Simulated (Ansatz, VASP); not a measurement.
**In: VASP beside Ansatz**

```xyz
1
Lattice="-1.5259 1.5259 1.5259 1.5259 -1.5259 1.5259 1.5259 1.5259 -1.5259" Properties=species:S:1:pos:R:3 pbc="T T T"
In    0.0000    0.0000    0.0000
```

Change from the starting cell: volume scaled by 0.55, PAW files.

Alike in both runs: task single point; functional PBEsol; k mesh 16 × 16 × 16; occupations fermi-dirac, width 0.1 eV; no spin polarisation.

|  | VASP | Ansatz |
| --- | --- | --- |
| version | VASP 6.6.1 | Ansatz 0.2.0 |
| potentials or method | VASP PAW PBE potentials, release 64 (In_d) | PAW with Ansatz's default frozen-core files, scalar-relativistic |
| plane-wave cutoff (eV) | 520 | 420 |
| valence electrons in the cell | 13 | 13 |

Ansatz gave:

```
pressure (GPa) : 120.6
```

Q: What did VASP give for the same quantities?

A: Pressure (GPa): 121.0.

VASP's potentials were made for PBE, not for PBEsol. Both programs put the cell under a high pressure, so it lies far from rest at this level.

Noted on VASP's run: the cell as given lies far from equilibrium.
